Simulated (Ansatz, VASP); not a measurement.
# Hf4N: VASP beside Ansatz

```
Hf N
1.0
     4.50933    0.00000    0.00000
     0.00000    4.50933    0.00000
     0.00000    0.00000    4.50933
Hf N
4 1
Direct
  0.50000 0.00000 0.00000
  0.00000 0.50000 0.00000
  0.00000 0.00000 0.50000
  0.50000 0.50000 0.50000
  0.00000 0.00000 0.00000
```

Alike in both runs: task relaxation of cell and atoms; functional PBE; k mesh 8 × 8 × 8; occupations gaussian, width 0.1 eV; no spin polarisation.

|  | VASP | Ansatz |
| --- | --- | --- |
| version | VASP 6.6.1 | Ansatz 0.2.0 |
| potentials or method | VASP PAW PBE potentials, release 64 (Hf_pv, N), cutoff 600 eV | scalar-relativistic, plane waves, PAW |
| valence electrons in the cell | 45 | 109 |

```tsv
	VASP	Ansatz	Ansatz less VASP
gap on the k mesh at the Fermi level, each at its own relaxed structure (eV)	none	none	-
relaxed volume (Å³/atom)	18.27	18.37	+0.109
relaxed cell length with the largest relative difference (Å)	4.503	4.512	+0.0089
```

A gap of «none» marks a metal or a gap that the smearing closes. VASP's potentials hold 45 valence electrons a cell and Ansatz's 109, so a difference there can come from the potentials and not from the codes.

Neither program's run includes spin-orbit coupling.
